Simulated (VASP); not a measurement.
# Ga (Cmmm) in VASP: notebook

The runs below take Ga through relaxation of shape and atoms at fixed volume, with PBE.

All numbers are computed with VASP 6.6.1; they aren't measurements. Logs are shortened: lines on timing, memory, paths and dates and some standing lists are left out, and cuts for length are marked.

### Step 1. The cell of the first run

The typed cell holds 1 atom: a = 2.926 Å, b = 2.926 Å, c = 2.778 Å, α = 90.00°, β = 90.00°, γ = 120.11°.

This isn't the form of Ga at room conditions, which is orthorhombic.

### Step 2. Relaxation of shape and atoms at fixed volume, PBE (20.58 Å³/atom)

Input file INCAR:

```
SYSTEM = Ga
  PREC = Accurate
  ENCUT = 600
  EDIFF = 1E-6
  ISMEAR = 0
  SIGMA = 0.1
  LREAL = .FALSE.
  LASPH = .TRUE.
  NELM = 60
  ALGO = Fast
  ISIF = 4
  LWAVE = .FALSE.
  LCHARG = .FALSE.
  GGA = PE
  IBRION = 2
  NSW = 50
  EDIFFG = -0.01
```

Input file KPOINTS:

```
regular mesh
0
G
  22 22 20
  0 0 0
```

Input file POSCAR:

```
Ga
1.0
    1.4605416631     -2.5354592135      0.0000000000
    1.4605416631      2.5354592135      0.0000000000
    0.0000000000      0.0000000000      2.7780740445
Ga
1
Direct
    0.5000000000      0.5000000000      0.0000000000
```

Potentials or basis: VASP PAW PBE potentials, release 64 (Ga_d).

On the command line:

```bash
$ cat potpaw_PBE.64/Ga_d/POTCAR > POTCAR
$ mpirun -np 1 vasp_std > vasp.out
```

OUTCAR:

```text
SYSTEM = Ga
   PREC = Accurate
   ENCUT = 600
   EDIFF = 1E-6
   ISMEAR = 0
   LREAL = .FALSE.
   LASPH = .TRUE.
   NELM = 60
   ISIF = 4
   GGA = PE
   IBRION = 2
   NSW = 50
   EDIFFG = -0.01

 ion  position               nearest neighbor table
   1  0.500  0.500  0.000-

  LATTYP: Found a base centered orthorhombic cell.
 ALAT       =     2.9210833262
 B/A-ratio  =     1.7359718504
 C/A-ratio  =     0.9510423820

  Lattice vectors:

 A1 = (   1.4605416631,  -2.5354592135,   0.0000000000)
 A2 = (   1.4605416631,   2.5354592135,   0.0000000000)
 A3 = (   0.0000000000,   0.0000000000,   2.7780740445)

Analysis of symmetry for initial positions (statically):
=====================================================================
 Subroutine PRICEL returns:
 Original cell was already a primitive cell.

 Routine SETGRP: Setting up the symmetry group for a
 base centered orthorhombic supercell.

 Subroutine GETGRP returns: Found  8 space group operations
 (whereof  8 operations were pure point group operations)
 out of a pool of  8 trial point group operations.

The static configuration has the point symmetry D_2h.

Analysis of symmetry for dynamics (positions and initial velocities):
=====================================================================
 Subroutine PRICEL returns:
 Original cell was already a primitive cell.

 Routine SETGRP: Setting up the symmetry group for a
 base centered orthorhombic supercell.

 Subroutine GETGRP returns: Found  8 space group operations
 (whereof  8 operations were pure point group operations)
 out of a pool of  8 trial point group operations.

The dynamic configuration has the point symmetry D_2h.

 Subroutine INISYM returns: Found  8 space group operations
 (whereof  8 operations are pure point group operations),
 and found     1 'primitive' translations

----------------------------------------------------------------------------------------

                                     Primitive cell

  volume of cell :      20.5752

  direct lattice vectors                    reciprocal lattice vectors
     1.460541663 -2.535459213  0.000000000     0.342338745 -0.197202936  0.000000000
     1.460541663  2.535459213  0.000000000     0.342338745  0.197202936  0.000000000
     0.000000000  0.000000000  2.778074044     0.000000000  0.000000000  0.359961608

  length of vectors
     2.926044322  2.926044322  2.778074044     0.395075707  0.395075707  0.359961608

  position of ions in fractional coordinates (direct lattice)
     0.500000000  0.500000000  0.000000000

  ion indices of the primitive-cell ions
   primitive index   ion index
                 1           1

----------------------------------------------------------------------------------------

 KPOINTS: regular mesh

Automatic generation of k-mesh.
 Grid dimensions read from file:
 generate k-points for:   22   22   20

 Generating k-lattice:

  Cartesian coordinates                     Fractional coordinates (reciprocal lattice)
     0.015560852 -0.008963770  0.000000000     0.045454545  0.000000000  0.000000000
     0.015560852  0.008963770  0.000000000     0.000000000  0.045454545  0.000000000
     0.000000000  0.000000000  0.017998080     0.000000000  0.000000000  0.050000000

  Length of vectors
     0.017957987  0.017957987  0.017998080

  Shift w.r.t. Gamma in fractional coordinates (k-lattice)
     0.000000000  0.000000000  0.000000000

 Subroutine IBZKPT returns following result:
 ===========================================

 Found   1463 irreducible k-points:

 Following reciprocal coordinates:
            Coordinates               Weight
  0.000000  0.000000  0.000000      1.000000
  0.045455 -0.000000  0.000000      4.000000
  0.090909 -0.000000  0.000000      4.000000
  0.136364  0.000000  0.000000      4.000000
  0.181818 -0.000000  0.000000      4.000000
  0.227273 -0.000000  0.000000      4.000000
[... 16 lines left out ...]
  0.500000  0.045455  0.000000      4.000000
 -0.454545  0.045455  0.000000      4.000000
 [... further k-points ...]
   k-points           NKPTS =   1463   k-points in BZ     NKDIM =   1463   number of bands    NBANDS=     10
   number of dos      NEDOS =    301   number of ions     NIONS =      1
   total plane-waves  NPLWV =  13824
   dimension x,y,z NGX =    24 NGY =   24 NGZ =   24
   dimension x,y,z NGXF=    48 NGYF=   48 NGZF=   48
   ions per type =               1
   NGX,Y,Z   is equivalent  to a cutoff of  13.64, 13.64, 14.36 a.u.
   NGXF,Y,Z  is equivalent  to a cutoff of  27.27, 27.27, 28.72 a.u.
 SYSTEM =  Ga
   PREC   = accura    normal or accurate (medium, high low for compatibility)
   ISTART =      0    job   : 0-new  1-cont  2-samecut
   ICHARG =      2    charge: 1-file 2-atom 10-const
   ISPIN  =      1    spin polarized calculation?
   LNONCOLLINEAR =      F non collinear calculations
   LSORBIT =      F    spin-orbit coupling
   LASPH  =      T    aspherical Exc in radial PAW
   ENCUT  =  600.0 eV  44.10 Ry    6.64 a.u.   5.84  5.84  5.55*2*pi/ulx,y,z
   NELM   =     60;   NELMIN=  2; NELMDL= -5     # of ELM steps
   EDIFF  = 0.1E-05   stopping-criterion for ELM
   LREAL  =      F    real-space projection
   EDIFFG = -.1E-01   stopping-criterion for IOM
   NSW    =     50    number of steps for IOM
   IBRION =      2    ionic relax: 0-MD 1-quasi-New 2-CG
   NFREE  =      1    steps in history (QN), initial steepest desc. (CG)
   ISIF   =      4    stress and relaxation
   ISYM   =      2    0-nonsym 1-usesym 2-fastsym
   POTIM  = 0.5000    time-step for ionic-motion
   TEBEG  =    0.0;   TEEND  =   0.0 temperature during run
   PSTRESS=    0.0 pullay stress
   NELECT =      13.0000    total number of electrons
   NUPDOWN=      -1.0000    fix difference up-down
   EMIN   =  10.00;   EMAX   =-10.00  energy-range for DOS
   EFERMI =   0.00;   METHOD = LEGACY
   ISMEAR =     0;   SIGMA  =   0.10  broadening in eV -4-tet -1-fermi 0-gaus
   EFERMI_NEDOS =   21; number of points for ismear=-14 and -15
   IALGO  =     68    algorithm
   IMIX   =      4    mixing-type and parameters
     AMIX     =   0.40;   BMIX     =  1.00
     AMIX_MAG =   1.60;   BMIX_MAG =  1.00
  volume/ion in A,a.u.               =      20.58       138.85
  Fermi-wavevector in a.u.,A,eV,Ry     =   1.404778  2.654646 26.849769  1.973402
  Thomas-Fermi vector in A             =   2.527306
   LORBIT       =      0    0 simple, 1 ext, 2 COOP (PROOUT), +10 PAW based schemes
   GGA     = PE    functional components
   LHFCALC =     F    Hartree Fock is set to
   AEXX    =    0.0000 exact exchange contribution
   IVDW    =     0    specifies the selected vdW correction
   LEPSILON=     F    determine dielectric tensor
   LRPA    =     F    only Hartree local field effects (RPA)
 conjugate gradient relaxation of ions
 non-spin polarized calculation
 RMM-DIIS sequential band-by-band and
 Gauss-broadening in eV      SIGMA  =   0.10
  energy-cutoff  :      600.00
  volume of cell :       20.58
 maximum number of plane-waves:       701
   NGX = 11   NGY = 11   NGZ = 11

 number of electron      12.9999996 magnetization

 Free energy of the ion-electron system (eV)
  ---------------------------------------------------
  ext. energy  EPLUGINS =         0.00000000
  ---------------------------------------------------
  free energy    TOTEN  =        -2.85453920 eV

  energy without entropy =       -2.85201606  energy(sigma->0) =       -2.85327763

 E-fermi :   4.6539     XC(G=0): -10.5497

 val. band max:        4.6494901364   @ k =   0.3636   0.2727   0.3500
 cond. band min:       4.6558630676   @ k =  -0.4545   0.4545   0.4500
 fundamental gap:      0.0063729311
 Fermi energy:         4.6539279890

 k-point     1 :       0.0000    0.0000    0.0000
  band No.  band energies     occupation
      1     -10.4018      2.00000
      2     -10.1879      2.00000
      3     -10.1848      2.00000
      4      -9.9715      2.00000
      5      -9.9708      2.00000
      6      -5.7471      2.00000
      7      12.9165      0.00000
      8      15.3855      0.00000
      9      15.4286      0.00000
     10      16.1340      0.00000

 k-point     2 :       0.0455   -0.0000    0.0000
  band No.  band energies     occupation
      1     -10.3992      2.00000
      2     -10.1875      2.00000
      3     -10.1821      2.00000
      4      -9.9733      2.00000
      5      -9.9718      2.00000
      6      -5.6984      2.00000
      7      12.9675      0.00000
      8      14.7414      0.00000
      9      15.1841      0.00000
     10      16.3210      0.00000

 k-point     3 :       0.0909   -0.0000    0.0000
  band No.  band energies     occupation
      1     -10.3919      2.00000
      2     -10.1916      2.00000
      3     -10.1688      2.00000
      4      -9.9797      2.00000
      5      -9.9733      2.00000
      6      -5.5521      2.00000
      7      13.1196      0.00000
      8      13.3943      0.00000
      9      14.6653      0.00000
     10      16.4845      0.00000

 k-point     4 :       0.1364    0.0000    0.0000
  band No.  band energies     occupation
      1     -10.3812      2.00000
      2     -10.1984      2.00000
      3     -10.1472      2.00000
      4      -9.9899      2.00000
      5      -9.9756      2.00000
      6      -5.3072      2.00000
      7      11.8166      0.00000
      8      13.3710      0.00000
      9      14.0265      0.00000
     10      16.5233      0.00000

 k-point     5 :       0.1818   -0.0000    0.0000
  band No.  band energies     occupation
      1     -10.3691      2.00000
      2     -10.2064      2.00000
      3     -10.1192      2.00000
      4     -10.0030      2.00000
      5      -9.9785      2.00000
      6      -4.9630      2.00000
      7      10.1847      0.00000
      8      13.3767      0.00000
      9      13.7179      0.00000
     10      16.2351      0.00000

 k-point     6 :       0.2273   -0.0000    0.0000
  band No.  band energies     occupation
      1     -10.3580      2.00000
      2     -10.2140      2.00000
      3     -10.0871      2.00000
      4     -10.0178      2.00000
      5      -9.9819      2.00000
      6      -4.5189      2.00000
      7       8.5734      0.00000
      8      12.7689      0.00000
      9      14.1548      0.00000
     10      15.8044      0.00000
[... 183 lines left out ...]
 k-point    21 :       0.4091    0.0455    0.0000
  band No.  band energies     occupation
      1     -10.3499      2.00000
      2     -10.2135      2.00000
      3     -10.0734      2.00000
      4      -9.9961      2.00000
      5      -9.9646      2.00000
      6      -1.3101      2.00000
      7       2.2819      2.00000
      8      10.4723      0.00000
      9      15.1409      0.00000
     10      16.7911      0.00000

 k-point    22 :       0.4545    0.0455    0.0000
  band No.  band energies     occupation
      1     -10.3520      2.00000
      2     -10.2113      2.00000
      3     -10.0775      2.00000
      4      -9.9972      2.00000
      5      -9.9552      2.00000
      6      -0.5126      2.00000
      7       1.2951      2.00000
      8      10.3649      0.00000
      9      15.0631      0.00000
     10      17.1535      0.00000

 k-point    23 :       0.5000    0.0455    0.0000
  band No.  band energies     occupation
      1     -10.3520      2.00000
      2     -10.2113      2.00000
      3     -10.0775      2.00000
      4      -9.9972      2.00000
      5      -9.9552      2.00000
      6      -0.5150      2.00000
      7       1.2979      2.00000
      8      10.3625      0.00000
      9      15.0657      0.00000
     10      17.1528      0.00000

 k-point    24 :      -0.4545    0.0455    0.0000
  band No.  band energies     occupation
      1     -10.3499      2.00000
      2     -10.2135      2.00000
      3     -10.0733      2.00000
      4      -9.9961      2.00000
      5      -9.9647      2.00000
      6      -1.3134      2.00000
      7       2.2864      2.00000
      8      10.4651      0.00000
      9      15.1488      0.00000
     10      16.7872      0.00000

 [... further k-points ...]

------------------------ aborting loop because EDIFF is reached ----------------------------------------

  FORCE on cell =-STRESS in cart. coord.  units (eV):
  Direction    XX          YY          ZZ          XY          YZ          ZX
  --------------------------------------------------------------------------------------
  -------------------------------------------------------------------------------------
  Total       -0.2816168     -0.2851393     -0.2806544     -0.0000000      0.0000000      0.0000000
  in kB      -21.9293017    -22.2035913    -21.8543547     -0.0000000      0.0000000      0.0000000
  external PRESSURE =     -21.9957493 kB  Pullay stress =       0.0000000 kB

 VOLUME and BASIS-vectors are now :
 -----------------------------------------------------------------------------
  energy-cutoff  :      600.00
  volume of cell :       20.58
      direct lattice vectors                 reciprocal lattice vectors
     1.460541663 -2.535459213  0.000000000     0.342338745 -0.197202936  0.000000000
     1.460541663  2.535459213  0.000000000     0.342338745  0.197202936  0.000000000
     0.000000000  0.000000000  2.778074044     0.000000000  0.000000000  0.359961608

 POSITION                                       TOTAL-FORCE (eV/Angst)
 -----------------------------------------------------------------------------------
      1.46054      0.00000      0.00000         0.000000      0.000000      0.000000
 -----------------------------------------------------------------------------------
    total drift:                               -0.000000     -0.000000     -0.000000

  FREE ENERGIE OF THE ION-ELECTRON SYSTEM (eV)
  ---------------------------------------------------
  free  energy   TOTEN  =        -2.8545391958 eV

  energy  without entropy=       -2.8520160594  energy(sigma->0) =       -2.85327763

 reached required accuracy - stopping structural energy minimisation
```

It took 2.6 min on 1 thread of Intel Xeon Platinum 8124M at 3.00GHz (Skylake/Cascade Lake), shared host; peak memory 0.47 GiB.

Results:

| Quantity | Value |
| --- | --- |
| Free energy | -2.8545 eV |
| Pressure after relaxing | -2.2 GPa |
| Band gap on the k mesh | zero (an odd number of electrons rules out a gap without spin polarisation) |

Final structure:
```xyz
1
Lattice="1.4605 -2.5355 0.0000 1.4605 2.5355 0.0000 0.0000 0.0000 2.7781" Properties=species:S:1:pos:R:3 pbc="T T T"
Ga    1.4605    0.0000    0.0000
```

### Step 3. Relaxation of shape and atoms at fixed volume, PBE (17.08 Å³/atom)

This run uses another cell than the first one, of 17.08 Å³/atom.

Input file INCAR:

```
  PREC = Accurate
  ENCUT = 600
  EDIFF = 1E-7
  ISMEAR = 0
  SIGMA = 0.1
  LREAL = F
  LASPH = T
  NELM = 60
  ALGO = Fast
  ISIF = 4
  LWAVE = F
  LCHARG = F
  GGA = PE
  IBRION = 2
  NSW = 50
  EDIFFG = -0.01
```

Input file KPOINTS:

```
regular mesh
0
Gamma
  22 22 20
```

Input file POSCAR:

```
Ga
1.0
    1.3726913143     -2.3829534811      0.0000000000
    1.3726913143      2.3829534811      0.0000000000
    0.0000000000      0.0000000000      2.6109752346
Ga
1
Direct
    0.5000000000      0.5000000000      0.0000000000
```

Potentials or basis: VASP PAW PBE potentials, release 64 (Ga_d).

On the command line:

```bash
$ cat potpaw_PBE.64/Ga_d/POTCAR > POTCAR
$ mpirun -np 1 vasp_std > vasp.out
```

It took 2.4 min on 1 thread of AMD EPYC 9R45 (Zen 5), shared host; peak memory 0.39 GiB.

The run converged. Its results:

| Quantity | Value |
| --- | --- |
| Free energy | -2.8078 eV |
| Pressure after relaxing | 8.5 GPa |
| Band gap on the k mesh | zero (an odd number of electrons rules out a gap without spin polarisation) |

Stress tensor (GPa, compression positive):
```
8.51 0.00 0.00
0.00 8.42 0.00
0.00 0.00 8.52
```

Final structure:
```xyz
1
Lattice="1.3727 -2.3830 0.0000 1.3727 2.3830 0.0000 0.0000 0.0000 2.6110" Properties=species:S:1:pos:R:3 pbc="T T T"
Ga    1.3727    0.0000    0.0000
```

Levels at points of the mesh, in eV from the Fermi level:
```tsv
k point	band 4	band 5	band 6	band 7	band 8	band 9	band 10
(0.00, 0.00, 0.00)	-14.65	-14.65	-11.75	9.48	12.68	12.73	12.78
(0.50, 0.00, 0.00)	-14.69	-14.62	-5.10	-4.44	7.20	10.90	14.85
(0.50, 0.50, 0.00)	-14.69	-14.63	-5.13	-4.46	7.27	10.96	14.82
(0.00, 0.00, 0.50)	-14.83	-14.83	-6.75	-4.96	16.81	16.86	19.84
(0.50, 0.00, 0.50)	-14.61	-14.50	-0.66	0.15	0.27	4.68	11.05
(0.50, 0.50, 0.50)	-14.61	-14.50	-0.67	0.13	0.23	4.66	11.13
```

(Part 1 of 2 ends here.)
